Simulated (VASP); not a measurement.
A run of VASP 6.6.1 is set up as follows.

File INCAR:

```
SYSTEM = BeZn4O
PREC = Accurate
ENCUT = 600
EDIFF = 1E-6
ISMEAR = 0
SIGMA = 0.2
LREAL = .False.
LASPH = .True.
NELM = 120
ALGO = Normal
ISIF = 2
LWAVE = .False.
LCHARG = .True.
GGA = PE
LELF = .True.
LVHAR = .True.
NBANDS = 37
GGA_COMPAT = .False.
```

KPOINTS

```
Automatic mesh
0
Gamma
  4 4 4
  0 0 0
```

The input POSCAR:

```
BeZn4O
1.0
    0.0000000000      3.4769176025      3.4769176025
    3.4769176025      0.0000000000      3.4769176025
    3.4769176025      3.4769176025      0.0000000000
Be Zn O
1 4 1
Direct
    0.0000000000      0.0000000000      0.0000000000
    0.8753835686      0.3748721438      0.3748721438
    0.3748721438      0.3748721438      0.3748721438
    0.3748721438      0.8753835686      0.3748721438
    0.3748721438      0.3748721438      0.8753835686
    0.7500000000      0.7500000000      0.7500000000
```

Potentials or basis: VASP PAW PBE potentials, release 64 (Be, Zn, O).

Launch:

```bash
$ cat potpaw_PBE.64/Be/POTCAR potpaw_PBE.64/Zn/POTCAR potpaw_PBE.64/O/POTCAR > POTCAR
$ mpirun -np 1 vasp_std > vasp.out
```

Task: What does it give for the pressure?

Result: 1.1 GPa.

Task: Estimate the largest force.

Result: 0.014 eV/Å.

Task: What does it give for the band gap on the k mesh?

Result: Zero (band 28 reaches 2.68 eV, above the bottom of band 29 at 2.00 eV).

Forces in eV/Å, atoms in the order of the input:
```
Be   0.000  0.000  0.000
Zn  -0.008  0.008  0.008
Zn  -0.008 -0.008 -0.008
Zn   0.008 -0.008  0.008
Zn   0.008  0.008 -0.008
O    0.000  0.000  0.000
```

Caveat: the k points lie up to 0.39 Å⁻¹ apart.
